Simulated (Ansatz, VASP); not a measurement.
One calculation of AlNi, two programs

INCAR

```
PREC     = Accurate       # precision mode
ENCUT    = 520            # plane-wave cutoff, eV
EDIFF    = 1E-6           # SCF threshold, eV
ISMEAR   = 0              # smearing method
SIGMA    = 0.15           # smearing width, eV
LREAL    = F              # projectors in reciprocal space
LASPH    = T              # aspherical terms in the spheres
NELM     = 60             # most SCF steps
ALGO     = Fast           # electronic algorithm
ISIF     = 2              # what is computed and relaxed
LWAVE    = F              # write WAVECAR
LCHARG   = F              # write CHGCAR
GGA      = PS             # functional
NBANDS   = 14             # bands
```

Contents of KPOINTS:

```
regular mesh
0
Gamma
  24 24 24
```

The input POSCAR:

```
AlNi
1.0
    1.9021425562     -1.9021629779      0.0000000000
    1.9021425562      1.9021629779      0.0000000000
    0.0000000000      0.0000000000      3.2402604874
Al Ni
1 1
Direct
    0.0000000000      0.0000000000      0.0000000000
    0.5000000000      0.5000000000      0.5000000000
```

Input for Ansatz:

```yaml
crystal:
  lattice:
    - [1.9021425562, -1.9021629779, 0.0]
    - [1.9021425562, 1.9021629779, 0.0]
    - [0.0, 0.0, 3.2402604874]
  atoms:
    - { symbol: Al, position: [0.0, 0.0, 0.0] }
    - { symbol: Ni, position: [0.5, 0.5, 0.5] }
basis:
  ecutwfc: 420
kpoints:
  mp_grid: { grid: [24, 24, 24] }
hamiltonian:
  xc: pbesol
scf:
  occupations: { method: gaussian, width: 0.15 }
output:
  forces: true
  stress: true
  eigenvalues: true
```

Alike in both runs: task single point; functional PBEsol; k mesh 24 × 24 × 24; occupations gaussian, width 0.15 eV; no spin polarisation.

|  | VASP | Ansatz |
| --- | --- | --- |
| version | VASP 6.6.1 | Ansatz 0.2.0 |
| potentials or method | VASP PAW PBE potentials, release 64 (Al, Ni), cutoff 520 eV | scalar-relativistic, plane waves, PAW |
| valence electrons in the cell | 13 | 21 |

Ansatz gave:

| Quantity | Value |
| --- | --- |
| gap on the k mesh at the Fermi level (eV) | none |
| pressure (GPa) | 1.1 |
| traceless stress, the component that is largest in VASP (GPa) | -6.08 |

Estimate VASP's values.

gap on the k mesh at the Fermi level (eV): none; pressure (GPa): 1.5; traceless stress, the component that is largest in VASP (GPa): -6.29.

VASP's potentials were made for PBE, not for PBEsol. A gap of «none» marks a metal or a gap that the smearing closes. VASP's potentials hold 13 valence electrons a cell and Ansatz's 21, so a difference there can come from the potentials and not from the codes. Ansatz's warnings: near symmetry operations not taken.
